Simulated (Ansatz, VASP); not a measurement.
## Li: VASP beside Ansatz

INCAR

```
SYSTEM = Li
PREC = Accurate
ENCUT = 520
EDIFF = 1E-6
ISMEAR = 1
SIGMA = 0.1
LREAL = .FALSE.
LASPH = .TRUE.
NELM = 60
ALGO = Normal
ISIF = 2
LWAVE = .FALSE.
LCHARG = .FALSE.
LDIPOL = .TRUE.
IDIPOL = 3
DIPOL = 0.5 0.5 0.500
GGA = PS
NBANDS = 20
```

KPOINTS

```
Automatic mesh
0
G
  22 22 1
  0 0 0
```

File POSCAR:

```
Li
1.0
    3.4319415000      0.0000000000      0.0000000000
    1.7159707500      2.4267491080      0.0000000000
    0.0000000000      0.0000000000     30.5604946450
Li
7
Direct
    0.0000000000      0.0000000000      0.2617758676
    0.5000000000      0.0000000000      0.3411839117
    0.0000000000      0.0000000000      0.4205919559
    0.5000000000      0.0000000000      0.5000000000
    0.0000000000      0.0000000000      0.5794080441
    0.5000000000      0.0000000000      0.6588160883
    0.0000000000      0.0000000000      0.7382241324
```

Input for Ansatz:

```yaml
crystal:
  lattice:
    - [3.4319415, 0.0, 0.0]
    - [1.71597075, 2.426749108, 0.0]
    - [0.0, 0.0, 30.560494645]
  atoms:
    - { symbol: Li, position: [0.0, 0.0, 0.2617758676] }
    - { symbol: Li, position: [0.5, 0.0, 0.3411839117] }
    - { symbol: Li, position: [0.0, 0.0, 0.4205919559] }
    - { symbol: Li, position: [0.5, 0.0, 0.5] }
    - { symbol: Li, position: [0.0, 0.0, 0.5794080441] }
    - { symbol: Li, position: [0.5, 0.0, 0.6588160883] }
    - { symbol: Li, position: [0.0, 0.0, 0.7382241324] }
kpoints:
  mp_grid: { grid: [22, 22, 1] }
scf:
  occupations: { method: cold, width: 0.1 }
hamiltonian:
  xc: pbesol
  pseudopotentials: { kind: paw, azcp: { folder: soft_1 } }
output:
  forces: true
  stress: false
  populations: false
efield:
  axis: 3
  dipole_correction: true
```

Alike in both runs: task single point; functional PBEsol; k mesh 22 × 22 × 1; no spin polarisation.

```csv
,VASP,Ansatz
version,VASP 6.6.1,Ansatz 0.2.0
potentials or method,"VASP PAW PBE potentials, release 64 (Li_sv)","plane-wave PAW, scalar-relativistic"
plane-wave cutoff (eV),520,420
occupations,"methfessel-paxton of order 1, width 0.1 eV","cold, width 0.1 eV"
valence electrons in the cell,21,21
```

|  | VASP | Ansatz | Ansatz less VASP |
| --- | --- | --- | --- |
| rms of the force components (eV/Å) | 0.029 | 0.030 | +0.0010 |

VASP's potentials were made for PBE, not for PBEsol, and Ansatz warns of the same on its side. Atom by atom the forces differ by 0.001 eV/Å (rms over components).

Noted on VASP's run: the cutoff is under 1.25 times that of the potentials, so the pressure is a little rough.
